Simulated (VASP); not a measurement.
Input of a VASP 6.6.1 run:

INCAR

```
PREC = Accurate
ENCUT = 600
EDIFF = 1E-6
ISMEAR = 0
SIGMA = 0.1
LREAL = False
LASPH = True
NELM = 100
ALGO = Normal
ISIF = 3
LWAVE = False
LCHARG = False
GGA = PS
IVDW = 12
IBRION = 2
NSW = 70
EDIFFG = -0.008
PSTRESS = 100.0
```

The input KPOINTS:

```
regular mesh
0
Gamma
  18 18 18
```

File POSCAR:

```
P
1.0
    2.3406412391      0.0000000000      0.0000000000
    0.0000000000      2.3406412391      0.0000000000
    0.0000000000      0.0000000000      2.3406469224
P
1
Direct
    0.0000000000      0.0000000000      0.0000000000
```

Potentials or basis: VASP PAW PBE potentials, release 64 (P).

Command:

```sh
$ cat potpaw_PBE.64/P/POTCAR > POTCAR
$ mpirun -np 1 vasp_std > vasp.out
```

(1) Predict the relaxed cell.

(2) What does it give for the space group after relaxing (to 0.1 Å)?

## Answers

(1) a = 2.342 Å, b = 2.342 Å, c = 2.342 Å, α = 90.00°, β = 90.00°, γ = 90.00°.

(2) Pm-3m (No. 221).
